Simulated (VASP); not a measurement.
# Ti3Al (Fm-3m) in VASP: notebook

Runs on Ti3Al. Level: PBE. Tasks: single point.

All numbers are computed with VASP 6.6.1; they aren't measurements. Logs are shortened: lines on timing, memory, paths and dates and some standing lists are left out, and cuts for length are marked.

## Step 1: The cell of the first run

Symmetry: Fm-3m, No. 225, cubic system. The conventional cell has a = 6.461 Å, b = 6.461 Å, c = 6.461 Å, α = 90.00°, β = 90.00°, γ = 90.00°. Ti (site symmetry -43m) has 10 Ti at 2.80 to 3.23 Å and 4 Al at 2.80 Å within 3.7 Å. Ti (site symmetry m-3m) has 8 Ti at 2.80 Å and 6 Al at 3.23 Å within 3.7 Å. Al (site symmetry m-3m) has 14 Ti at 2.80 to 3.23 Å within 3.7 Å.

## Step 2: Single point, PBE, collinear spin

INCAR reads:

```
SYSTEM = Ti3Al
PREC     = Accurate       ! precision mode
ENCUT    = 520            ! plane-wave cutoff, eV
EDIFF    = 1E-6           ! SCF threshold, eV
ISMEAR   = 0              ! smearing method
SIGMA    = 0.1            ! smearing width, eV
LREAL    = .False.        ! projectors in reciprocal space
LASPH    = .True.         ! aspherical terms in the spheres
NELM     = 150            ! most SCF steps
ALGO     = Normal         ! electronic algorithm
ISIF     = 2              ! what is computed and relaxed
LWAVE    = .False.        ! write WAVECAR
LCHARG   = .False.        ! write CHGCAR
ISPIN    = 2              ! spin polarisation
MAGMOM   = 0.27 0.27 1.13 0 ! initial moments
LORBIT   = 11             ! projections on sites
LMAXMIX  = 4              ! l up to which the mixer works
GGA      = PE             ! functional
NBANDS   = 32             ! bands
```

KPOINTS reads:

```
regular mesh
0
Gamma
  12 12 12
  0 0 0
```

POSCAR reads:

```
Ti3Al
1.0
    0.0000000000      3.2306092806      3.2306092806
    3.2306092806      0.0000000000      3.2306092806
    3.2306092806      3.2306092806      0.0000000000
Ti Al
3 1
Direct
    0.7500000000      0.7500000000      0.7500000000
    0.2500000000      0.2500000000      0.2500000000
    0.0000000000      0.0000000000      0.0000000000
    0.5000000000      0.5000000000      0.5000000000
```

Potentials or basis: VASP PAW PBE potentials, release 64 (Ti_sv, Al).

Command:

```
cat potpaw_PBE.64/Ti_sv/POTCAR potpaw_PBE.64/Al/POTCAR > POTCAR
mpirun -np 1 vasp_std > vasp.out
```

OUTCAR:

```text
SYSTEM = Ti3Al
   PREC = Accurate
   ENCUT = 520
   EDIFF = 1E-6
   ISMEAR = 0
   LREAL = .False.
   LASPH = .True.
   NELM = 150
   ISIF = 2
   ISPIN = 2
   LORBIT = 11
   GGA = PE

 ion  position               nearest neighbor table
   1  0.750  0.750  0.750-   3 2.80   4 2.80   4 2.80   4 2.80   4 2.80   3 2.80   3 2.80   3 2.80

   2  0.250  0.250  0.250-   3 2.80   4 2.80   3 2.80   3 2.80   3 2.80   4 2.80   4 2.80   4 2.80

   3  0.000  0.000  0.000-   1 2.80   2 2.80   1 2.80   1 2.80   1 2.80   2 2.80   2 2.80   2 2.80

   4  0.500  0.500  0.500-   1 2.80   2 2.80   2 2.80   2 2.80   2 2.80   1 2.80   1 2.80   1 2.80

  LATTYP: Found a face centered cubic cell.
 ALAT       =     6.4612185612

  Lattice vectors:

 A1 = (   0.0000000000,   3.2306092806,   3.2306092806)
 A2 = (   3.2306092806,   0.0000000000,   3.2306092806)
 A3 = (   3.2306092806,   3.2306092806,   0.0000000000)

Analysis of symmetry for initial positions (statically):
=====================================================================
 Subroutine PRICEL returns:
 Original cell was already a primitive cell.

 Routine SETGRP: Setting up the symmetry group for a
 face centered cubic supercell.

 Subroutine GETGRP returns: Found 48 space group operations
 (whereof 48 operations were pure point group operations)
 out of a pool of 48 trial point group operations.

The static configuration has the point symmetry O_h .

Analysis of symmetry for dynamics (positions and initial velocities):
=====================================================================
 Subroutine PRICEL returns:
 Original cell was already a primitive cell.

 Routine SETGRP: Setting up the symmetry group for a
 face centered cubic supercell.

 Subroutine GETGRP returns: Found 48 space group operations
 (whereof 48 operations were pure point group operations)
 out of a pool of 48 trial point group operations.

The dynamic configuration has the point symmetry O_h .

Analysis of structural, dynamic, and magnetic symmetry:
=====================================================================
 Subroutine PRICEL returns:
 Original cell was already a primitive cell.

 Routine SETGRP: Setting up the symmetry group for a
 face centered cubic supercell.

 Subroutine GETGRP returns: Found 48 space group operations
 (whereof 48 operations were pure point group operations)
 out of a pool of 48 trial point group operations.

The overall configuration has the point symmetry O_h .

 Subroutine INISYM returns: Found 48 space group operations
 (whereof 48 operations are pure point group operations),
 and found     1 'primitive' translations

----------------------------------------------------------------------------------------

                                     Primitive cell

  volume of cell :      67.4347

  direct lattice vectors                    reciprocal lattice vectors
     0.000000000  3.230609281  3.230609281    -0.154769567  0.154769567  0.154769567
     3.230609281  0.000000000  3.230609281     0.154769567 -0.154769567  0.154769567
     3.230609281  3.230609281  0.000000000     0.154769567  0.154769567 -0.154769567

  length of vectors
     4.568771459  4.568771459  4.568771459     0.268068754  0.268068754  0.268068754

  position of ions in fractional coordinates (direct lattice)
     0.750000000  0.750000000  0.750000000
     0.250000000  0.250000000  0.250000000
     0.000000000  0.000000000  0.000000000
     0.500000000  0.500000000  0.500000000

  ion indices of the primitive-cell ions
   primitive index   ion index
                 1           1
                 2           2
                 3           3
                 4           4

----------------------------------------------------------------------------------------

 KPOINTS: regular mesh

Automatic generation of k-mesh.
 Grid dimensions read from file:
 generate k-points for:   12   12   12

 Generating k-lattice:

  Cartesian coordinates                     Fractional coordinates (reciprocal lattice)
    -0.012897464  0.012897464  0.012897464     0.083333333  0.000000000  0.000000000
     0.012897464 -0.012897464  0.012897464     0.000000000  0.083333333  0.000000000
     0.012897464  0.012897464 -0.012897464     0.000000000  0.000000000  0.083333333

  Length of vectors
     0.022339063  0.022339063  0.022339063

  Shift w.r.t. Gamma in fractional coordinates (k-lattice)
     0.000000000  0.000000000  0.000000000

 Subroutine IBZKPT returns following result:
 ===========================================

 Found     72 irreducible k-points:

 Following reciprocal coordinates:
            Coordinates               Weight
  0.000000  0.000000  0.000000      1.000000
  0.083333  0.000000  0.000000      8.000000
  0.166667  0.000000  0.000000      8.000000
  0.250000  0.000000  0.000000      8.000000
  0.333333  0.000000  0.000000      8.000000
  0.416667  0.000000  0.000000      8.000000
[... 16 lines left out ...]
  0.500000  0.166667  0.000000     24.000000
 -0.416667  0.166667  0.000000     24.000000
 [... further k-points ...]
   k-points           NKPTS =     72   k-points in BZ     NKDIM =     72   number of bands    NBANDS=     32
   number of dos      NEDOS =    301   number of ions     NIONS =      4
   total plane-waves  NPLWV =  46656
   dimension x,y,z NGX =    36 NGY =   36 NGZ =   36
   dimension x,y,z NGXF=    72 NGYF=   72 NGZF=   72
   ions per type =               3   1
   NGX,Y,Z   is equivalent  to a cutoff of  13.10, 13.10, 13.10 a.u.
   NGXF,Y,Z  is equivalent  to a cutoff of  26.20, 26.20, 26.20 a.u.
 SYSTEM =  Ti3Al
   PREC   = accura    normal or accurate (medium, high low for compatibility)
   ISTART =      0    job   : 0-new  1-cont  2-samecut
   ICHARG =      2    charge: 1-file 2-atom 10-const
   ISPIN  =      2    spin polarized calculation?
   LNONCOLLINEAR =      F non collinear calculations
   LSORBIT =      F    spin-orbit coupling
   LASPH  =      T    aspherical Exc in radial PAW
   ENCUT  =  520.0 eV  38.22 Ry    6.18 a.u.   8.49  8.49  8.49*2*pi/ulx,y,z
   NELM   =    150;   NELMIN=  2; NELMDL= -5     # of ELM steps
   EDIFF  = 0.1E-05   stopping-criterion for ELM
   LREAL  =      F    real-space projection
   EDIFFG = 0.1E-04   stopping-criterion for IOM
   NSW    =      0    number of steps for IOM
   IBRION =     -1    ionic relax: 0-MD 1-quasi-New 2-CG
   NFREE  =      0    steps in history (QN), initial steepest desc. (CG)
   ISIF   =      2    stress and relaxation
   ISYM   =      2    0-nonsym 1-usesym 2-fastsym
   POTIM  = 0.5000    time-step for ionic-motion
   TEBEG  =    0.0;   TEEND  =   0.0 temperature during run
   PSTRESS=    0.0 pullay stress
   NELECT =      39.0000    total number of electrons
   NUPDOWN=      -1.0000    fix difference up-down
   EMIN   =  10.00;   EMAX   =-10.00  energy-range for DOS
   EFERMI =   0.00;   METHOD = LEGACY
   ISMEAR =     0;   SIGMA  =   0.10  broadening in eV -4-tet -1-fermi 0-gaus
   EFERMI_NEDOS =   21; number of points for ismear=-14 and -15
   IALGO  =     38    algorithm
   IMIX   =      4    mixing-type and parameters
     AMIX     =   0.40;   BMIX     =  1.00
     AMIX_MAG =   1.60;   BMIX_MAG =  1.00
  volume/ion in A,a.u.               =      16.86       113.77
  Fermi-wavevector in a.u.,A,eV,Ry     =   1.363961  2.577512 25.312135  1.860389
  Thomas-Fermi vector in A             =   2.490318
   LORBIT       =     11    0 simple, 1 ext, 2 COOP (PROOUT), +10 PAW based schemes
   GGA     = PE    functional components
   LHFCALC =     F    Hartree Fock is set to
   AEXX    =    0.0000 exact exchange contribution
   IVDW    =     0    specifies the selected vdW correction
   LEPSILON=     F    determine dielectric tensor
   LRPA    =     F    only Hartree local field effects (RPA)
 spin polarized calculation
 Gauss-broadening in eV      SIGMA  =   0.10
  energy-cutoff  :      520.00
  volume of cell :       67.43
 maximum number of plane-waves:      1837
 NGX is ok and might be reduce to    36
   NGX = 17   NGY = 17   NGZ = 17

 number of electron      39.0000008 magnetization       1.9631186

 Free energy of the ion-electron system (eV)
  ---------------------------------------------------
  ext. energy  EPLUGINS =         0.00000000
  ---------------------------------------------------
  free energy    TOTEN  =       -27.90413390 eV

  energy without entropy =      -27.87699390  energy(sigma->0) =      -27.89056390

 E-fermi :   8.0927     XC(G=0): -11.2450

 val. band max:        8.0912694765   @ k =  -0.3333   0.2500   0.0000
 cond. band min:       8.0958150533   @ k =   0.5000   0.1667   0.0000
 fundamental gap:      0.0045455768
 Fermi energy:         8.0927137553

 spin component 1

 k-point     1 :       0.0000    0.0000    0.0000
  band No.  band energies     occupation
      1     -48.6796      1.00000
      2     -48.5759      1.00000
      3     -48.4943      1.00000
      4     -25.0128      1.00000
      5     -25.0128      1.00000
      6     -25.0128      1.00000
[... 805 lines left out ...]
     30      12.3524      0.00000
     31      12.6013      0.00000

 [... further k-points ...]

 spin component 2

 k-point     1 :       0.0000    0.0000    0.0000
  band No.  band energies     occupation
      1     -48.4176      1.00000
      2     -48.3733      1.00000
      3     -47.6491      1.00000
      4     -24.7100      1.00000
      5     -24.7100      1.00000
      6     -24.7100      1.00000
[... 805 lines left out ...]
     30      12.7022      0.00000
     31      12.8918      0.00000

 [... further k-points ...]

 [bands above 31 left out]

------------------------ aborting loop because EDIFF is reached ----------------------------------------

  FORCE on cell =-STRESS in cart. coord.  units (eV):
  Direction    XX          YY          ZZ          XY          YZ          ZX
  --------------------------------------------------------------------------------------
  -------------------------------------------------------------------------------------
  Total       -0.0556621     -0.0556621     -0.0556621      0.0000000     -0.0000000      0.0000000
  in kB       -1.3224731     -1.3224731     -1.3224731      0.0000000     -0.0000000      0.0000000
  external PRESSURE =      -1.3224731 kB  Pullay stress =       0.0000000 kB

 VOLUME and BASIS-vectors are now :
 -----------------------------------------------------------------------------
  energy-cutoff  :      520.00
  volume of cell :       67.43
      direct lattice vectors                 reciprocal lattice vectors
     0.000000000  3.230609281  3.230609281    -0.154769567  0.154769567  0.154769567
     3.230609281  0.000000000  3.230609281     0.154769567 -0.154769567  0.154769567
     3.230609281  3.230609281  0.000000000     0.154769567  0.154769567 -0.154769567

 POSITION                                       TOTAL-FORCE (eV/Angst)
 -----------------------------------------------------------------------------------
      4.84591      4.84591      4.84591         0.000000     -0.000000     -0.000000
      1.61530      1.61530      1.61530        -0.000000      0.000000     -0.000000
      0.00000      0.00000      0.00000         0.000000     -0.000000      0.000000
      3.23061      3.23061      3.23061         0.000000     -0.000000      0.000000
 -----------------------------------------------------------------------------------
    total drift:                                0.000000      0.000000      0.000000

  FREE ENERGIE OF THE ION-ELECTRON SYSTEM (eV)
  ---------------------------------------------------
  free  energy   TOTEN  =       -27.9041338955 eV

  energy  without entropy=      -27.8769938971  energy(sigma->0) =      -27.89056390

 total charge

# of ion       s       p       d       tot
------------------------------------------
    1        2.211   6.126   1.902  10.239
    2        2.211   6.126   1.902  10.239
    3        2.248   6.097   1.972  10.316
    4        0.406   0.416   0.000   0.822
--------------------------------------------------
tot          7.076  18.766   5.775  31.617

 magnetization (x)

# of ion       s       p       d       tot
------------------------------------------
    1        0.003   0.031   0.203   0.237
    2        0.003   0.031   0.203   0.237
    3        0.014   0.031   0.973   1.018
    4       -0.007  -0.014   0.000  -0.020
--------------------------------------------------
tot          0.013   0.080   1.378   1.471
```

Run time: 2.3 min. Hardware: 1 thread of Intel Xeon 6975P-C (Granite Rapids), shared host; peak memory 0.38 GiB.

What came out:

* Free energy: -27.9041 eV
* Pressure: -0.1 GPa
* Net moment: 1.96 μB per cell
* Site moments: Ti +0.24, +1.02 (each value once); Al -0.02 μB
* Valence electrons inside the program's atomic spheres: Ti 10.24, 10.32 (each value once); Al 0.82

Levels at points of the mesh, in eV from the Fermi level:
Spin up:
```
           k point  band 18  band 19  band 20  band 21  band 22  band 23  band 24  band 25
(0.00, 0.00, 0.00)    -1.72    -0.38    -0.38    -0.38     2.11     2.11     2.11     2.79
(0.50, 0.00, 0.00)    -0.62    -0.62    -0.20    -0.20     0.62     0.89     0.89     2.53
(0.50, 0.50, 0.00)    -0.67    -0.43    -0.43    -0.16     0.97     0.97     0.99     2.10
```
Spin down:
```
           k point  band 15  band 16  band 17  band 18  band 19  band 20  band 21  band 22  band 23  band 24
(0.00, 0.00, 0.00)    -1.56    -1.56    -1.50    -1.50     0.56     0.56     0.56     2.37     2.37     2.37
(0.50, 0.00, 0.00)    -1.75    -1.75     0.05     0.09     0.09     0.10     0.10     0.96     1.13     1.13
(0.50, 0.50, 0.00)    -1.66    -1.66    -0.57    -0.57    -0.06     0.34     0.34     1.44     1.44     1.47
```

## Step 3: Single point, PBE, collinear spin

INCAR reads:

```
SYSTEM = Ti3Al
  PREC = Accurate
  ENCUT = 520
  EDIFF = 1E-7
  ISMEAR = 0
  SIGMA = 0.1
  LREAL = .False.
  LASPH = .True.
  NELM = 150
  ALGO = Normal
  ISIF = 2
  LWAVE = .False.
  LCHARG = .False.
  ISPIN = 2
  MAGMOM = 0.31 0.31 1.16 0
  LORBIT = 11
  LMAXMIX = 4
  GGA = PE
  NBANDS = 32
```

KPOINTS is that of step 2.

POSCAR is that of step 2.

Potentials or basis: VASP PAW PBE potentials, release 64 (Ti_sv, Al).

Command:

```
cat potpaw_PBE.64/Ti_sv/POTCAR potpaw_PBE.64/Al/POTCAR > POTCAR
mpirun -np 1 vasp_std > vasp.out
```

It took 2.8 min on 1 thread of Intel Xeon 6975P-C (Granite Rapids), shared host; peak memory 0.38 GiB.

Results (log left out):

| Property | Result |
| --- | --- |
| Free energy | -27.9041 eV |
| Pressure | -0.1 GPa |
| Net moment | 1.96 μB per cell |
| Site moments | Ti +0.24, +1.02 (each value once); Al -0.02 μB |
| Valence electrons inside the program's atomic spheres | Ti 10.24, 10.32 (each value once); Al 0.82 |

Levels at points of the mesh, in eV from the Fermi level:
Spin up:
| k point | band 17 | band 18 | band 19 | band 20 | band 21 | band 22 | band 23 | band 24 | band 25 | band 26 |
| --- | --- | --- | --- | --- | --- | --- | --- | --- | --- | --- |
| (0.00, 0.00, 0.00) | -1.72 | -1.72 | -0.38 | -0.38 | -0.38 | 2.11 | 2.11 | 2.11 | 2.79 | 2.79 |
| (0.50, 0.00, 0.00) | -0.70 | -0.62 | -0.62 | -0.20 | -0.20 | 0.62 | 0.89 | 0.89 | 2.53 | 2.53 |
| (0.50, 0.50, 0.00) | -0.67 | -0.67 | -0.43 | -0.43 | -0.16 | 0.97 | 0.97 | 0.99 | 2.10 | 2.36 |
Spin down:
```csv
k point,band 15,band 16,band 17,band 18,band 19,band 20,band 21,band 22,band 23,band 24
"(0.00, 0.00, 0.00)",-1.56,-1.56,-1.50,-1.50,0.56,0.56,0.56,2.37,2.37,2.37
"(0.50, 0.00, 0.00)",-1.75,-1.75,0.05,0.09,0.09,0.10,0.10,0.96,1.13,1.13
"(0.50, 0.50, 0.00)",-1.66,-1.66,-0.57,-0.57,-0.06,0.34,0.34,1.44,1.44,1.47
```

[end of part 1 of 2]
